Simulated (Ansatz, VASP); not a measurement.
## One calculation of AlN, two programs

Contents of INCAR:

```
SYSTEM = AlN
PREC = Accurate
ENCUT = 520
EDIFF = 1E-7
ISMEAR = 0
SIGMA = 0.05
LREAL = .False.
LASPH = .True.
NELM = 100
ALGO = Normal
ISIF = 2
LWAVE = .False.
LCHARG = .False.
GGA = PS
NBANDS = 11
```

KPOINTS

```
Automatic mesh
0
Gamma
  10 10 10
  0 0 0
```

POSCAR

```
AlN
1.0
    0.1098594491      2.0786667811      2.0786667811
    2.0786667811      0.1098594491      2.0786667811
    2.0786667811      2.0786667811      0.1098594491
Al N
1 1
Direct
    0.5000000000      0.5000000000      0.5000000000
    0.0000000000      0.0000000000      0.0000000000
```

Input for Ansatz:

```yaml
crystal:
  lattice:
    - [0.1098594491, 2.0786667811, 2.0786667811]
    - [2.0786667811, 0.1098594491, 2.0786667811]
    - [2.0786667811, 2.0786667811, 0.1098594491]
  atoms:
    - { symbol: Al, position: [0.5, 0.5, 0.5] }
    - { symbol: "N", position: [0.0, 0.0, 0.0] }
basis:
  ecutwfc: 520.0
kpoints:
  mp_grid: { grid: [10, 10, 10] }
hamiltonian:
  xc: pbesol
  pseudopotentials: { kind: paw, azcp: { folder: soft_1 } }
scf:
  occupations: { method: gaussian, width: 0.05 }
output:
  forces: true
  stress: true
  eigenvalues: true
```

Alike in both runs: task single point; functional PBEsol; k mesh 10 × 10 × 10; occupations gaussian, width 0.05 eV; no spin polarisation.

|  | VASP | Ansatz |
| --- | --- | --- |
| version | VASP 6.6.1 | Ansatz 0.2.0 |
| potentials or method | VASP PAW PBE potentials, release 64 (Al, N), cutoff 520 eV | scalar-relativistic, plane waves, PAW |
| valence electrons in the cell | 8 | 8 |

Ansatz gave:

- gap on the k mesh at the Fermi level (eV): 3.50
- least direct gap on the mesh (eV): 4.79
- pressure (GPa): 0.6
- traceless stress, the component that is largest in VASP (GPa): -18.10

Problem. Which values does VASP return?

Solution. gap on the k mesh at the Fermi level (eV): 3.50; least direct gap on the mesh (eV): 4.81; pressure (GPa): 0.6; traceless stress, the component that is largest in VASP (GPa): -18.11.

VASP's potentials were made for PBE, not for PBEsol, and Ansatz warns of the same on its side. With one functional, cell and mesh, what is left measures potentials, basis and numerics.
